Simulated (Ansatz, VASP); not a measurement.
# One calculation of MoS2, two programs

```
Mo S
1.0
     3.19224    0.00000    0.00000
    -1.59612    2.76456    0.00000
     0.00000    0.00000   13.37829
Mo S
2 4
Direct
  0.66667 0.33333 0.25000
  0.33333 0.66667 0.75000
  0.66667 0.33333 0.63308
  0.33333 0.66667 0.36692
  0.66667 0.33333 0.86692
  0.33333 0.66667 0.13308
```

Alike in both runs: task relaxation of cell and atoms; functional PBE; k mesh 12 × 12 × 2; occupations gaussian, width 0.02 eV; no spin polarisation.

```csv
,VASP,Ansatz
version,VASP 6.6.1,Ansatz 0.2.0
potentials or method,"VASP PAW PBE potentials, release 64 (Mo_sv, S), cutoff 600 eV","scalar-relativistic, plane waves, PAW"
valence electrons in the cell,52,52
```

VASP gave:

- gap on the k mesh at the Fermi level, each at its own relaxed structure (eV): 1.40
- relaxed volume (Å³/atom): 20.84
- relaxed cell length with the largest relative difference (Å): 14.242

Which values does Ansatz return?

gap on the k mesh at the Fermi level, each at its own relaxed structure (eV): 1.45; relaxed volume (Å³/atom): 21.68; relaxed cell length with the largest relative difference (Å): 14.808.
